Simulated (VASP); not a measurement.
Crystal: SiGe2.

```
Si Ge
1.0
     4.83793    0.00000    0.00000
    -2.41896    4.18977    0.00000
     0.00000    0.00000    2.66508
Si Ge
1 2
Direct
  0.00000 0.00000 0.50000
  0.33333 0.66667 0.50000
  0.66667 0.33333 0.50000
```

The cell was generated, and may not be a known phase.

- Program: VASP 6.6.1
- Task: relaxation of cell and atoms
- Functional: PBE
- Potentials or basis: VASP PAW PBE potentials, release 64 (Si, Ge_d)
- Cutoff: 600 eV
- k mesh: 12 × 12 × 18
- Occupations: gaussian, width 0.1 eV
- Spin: no spin polarisation

At the start: pressure -0.3 GPa; volume 18.01 Å³/atom.

Where does the relaxation end?

Over 4 steps the energy falls by 7.2 meV/atom and the volume is 17.93 Å³/atom (-0.4 %); space group P6/mmm (No. 191, to 0.1 Å) before and after.

The path:
| step | energy change (eV) | largest force (eV/Å) | pressure (GPa) | volume (Å³) |
| --- | --- | --- | --- | --- |
| 1 | 0.0000 | 0.0000 | -0.27 | 54.02 |
| 2 | -0.0214 | 0.0000 | 0.07 | 53.77 |
| 3 | -0.0215 | 0.0000 | 0.05 | 53.78 |
| 4 | -0.0215 | 0.0000 | 0.00 | 53.79 |

Final structure:
```xyz
3
Lattice="4.8779 0.0000 0.0000 -2.4389 4.2244 0.0000 0.0000 0.0000 2.6104" Properties=species:S:1:pos:R:3 pbc="T T T"
Si    0.0000    0.0000    1.3052
Ge    0.0000    2.8162    1.3052
Ge    2.4389    1.4081    1.3052
```

Caveat: the highest band is partly filled, so the run has too few bands.
